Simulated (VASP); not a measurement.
Rb2NaFeF6, 10 atoms in the cell. The structure is cubic, space group Fm-3m (No. 225). The conventional cell has a = 8.533 Å, b = 8.533 Å, c = 8.533 Å, α = 90.00°, β = 90.00°, γ = 90.00°. Na (site symmetry m-3m) has 6 F at 2.27 Å within 3.0 Å. Within 2.6 Å of Fe (site symmetry m-3m) lie 6 F at 2.00 Å. Within 4.0 Å of Rb (site symmetry -43m) lie 12 F at 3.02 Å and 4 Na at 3.70 Å and 4 Fe at 3.70 Å. F (site symmetry 4mm) has 1 Fe at 2.00 Å and 1 Na at 2.27 Å within 2.6 Å. 

```yaml
Program: VASP 6.6.1
Task: single point
Functional: r2SCAN
Potentials_or_basis: VASP PAW PBE potentials, release 64 (Na_pv, Fe, Rb_sv, F)
Cutoff: 520 eV
k_mesh: 4 × 4 × 4
Occupations: fermi-dirac, width 0.001 eV
Spin: no spin polarisation
Dipole_correction: no
Further_INCAR_settings: ALGO = Normal; EDIFF = 1e-06; NBANDS = 48
```

Potentials or basis: VASP PAW PBE potentials, release 64 (Na_pv, Fe, Rb_sv, F).

Launch:

```console
$ cat potpaw_PBE.64/Na_pv/POTCAR potpaw_PBE.64/Fe/POTCAR potpaw_PBE.64/Rb_sv/POTCAR potpaw_PBE.64/F/POTCAR > POTCAR
$ cp INCAR.step1 INCAR
$ mpirun -np 1 vasp_std > vasp.out
$ cp INCAR.step2 INCAR
$ mpirun -np 1 vasp_std > vasp.out
```

Hardware: 1 thread of Intel(R) Xeon(R) Platinum 8488C (Sapphire Rapids) (shared host).

Question: Estimate the wall time of this run.

Answer: Run time: 3.4 min on 1 thread of Intel(R) Xeon(R) Platinum 8488C (Sapphire Rapids) (shared host), peak memory 0.39 GiB. Counts: k points 8.
